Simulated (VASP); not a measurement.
A run of VASP 6.6.1 is set up as follows.

INCAR

```
SYSTEM = GaN
  PREC = Accurate
  ENCUT = 600
  EDIFF = 1E-6
  ISMEAR = 0
  SIGMA = 0.01
  LREAL = .FALSE.
  LASPH = .TRUE.
  NELM = 120
  ALGO = Normal
  ISIF = 2
  LWAVE = .FALSE.
  LCHARG = .FALSE.
  GGA = PS
  NBANDS = 16
  GGA_COMPAT = .FALSE.
```

The input KPOINTS:

```
regular mesh
0
G
  8 8 8
  0 0 0
```

POSCAR

```
GaN
1.0
    0.0000000000      2.1063818678      2.1063818678
    2.1063818678      0.0000000000      2.1063818678
    2.1063818678      2.1063818678      0.0000000000
Ga N
1 1
Direct
    0.0000000000      0.0000000000      0.0000000000
    0.5000000000      0.5000000000      0.5000000000
```

Potentials or basis: VASP PAW PBE potentials, release 64 (Ga_d, N).

Command:

```console
$ cat potpaw_PBE.64/Ga_d/POTCAR potpaw_PBE.64/N/POTCAR > POTCAR
$ mpirun -np 1 vasp_std > vasp.out
```

What does it give for the pressure?

1.3 GPa.

Estimate the band gap on the k mesh.

0.59 eV, indirect (least direct gap 2.88 eV).

Caveat: the PAW data sets were made with another functional, which shifts forces and pressure a little. A k mesh can miss the band edges.
